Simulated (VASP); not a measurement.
Runs of VASP 6.6.1 on C. The structure is that of space group Fd-3m (No. 227), or close to it. The cells are those of the table. 

```csv
cell,gap on the mesh (eV),pressure (GPa)
"a = 2.567 Å, angles 60.0°, 2 atoms",4.22,-23.5
"a = 2.492 Å, angles 60.0°, 2 atoms",(b),14.7
"a = 2.466 Å, angles 60.0°, 2 atoms",4.51,31.5
"a = 2.518 Å, angles 60.0°, 2 atoms",(a),0.1
"a = 2.542 Å, angles 60.0°, 2 atoms",4.29,(c)
```

Alike in all rows: task single point; level r2SCAN; potentials or basis VASP PAW PBE potentials, release 64 (C); no spin polarisation; k mesh 12 × 12 × 12; cutoff (eV) 660; smearing gaussian 0.02 eV.

Estimate the missing entries.

(a) 4.36; (b) 4.43; (c) -12.5.

Caveats: the PAW data sets were made with another functional, which shifts forces and pressure a little.

A k mesh can miss the band edges.
